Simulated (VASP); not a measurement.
# HfO2: single point with PBEsol

HfO2:

```
Hf O
1.0
     0.00000    2.55750    2.55750
     2.55750    0.00000    2.55750
     2.55750    2.55750    0.00000
Hf O
1 2
Direct
  0.00000 0.00000 0.00000
  0.25000 0.25000 0.25000
  0.75000 0.75000 0.75000
```

```
Program             : VASP 6.6.1
Task                : single point
Functional          : PBEsol
Potentials or basis : VASP PAW PBE potentials, release 64 (Hf_pv, O)
Cutoff              : 600 eV
k mesh              : 7 × 7 × 7
Occupations         : fermi-dirac, width 0.02 eV
Spin                : no spin polarisation
```

```json
{
 "Pressure": "-13.7 GPa",
 "Band gap on the k mesh": "3.79 eV, indirect (least direct gap 3.96 eV)"
}
```

Levels at points of the mesh, in eV from the valence-band top:
```tsv
k point	band 9	band 10	band 11	band 12	band 13	band 14
(0.00, 0.00, 0.00)	-0.52	-0.52	-0.52	3.81	3.81	5.53
```

It took 19 s on 1 thread of Intel Xeon 6975P-C, on a shared host, peak memory 0.17 GiB.

Caveat: the PAW data sets were made with another functional, which shifts forces and pressure a little; spin-orbit coupling is left out, which moves the levels of the heavy elements. A k mesh can miss the band edges.
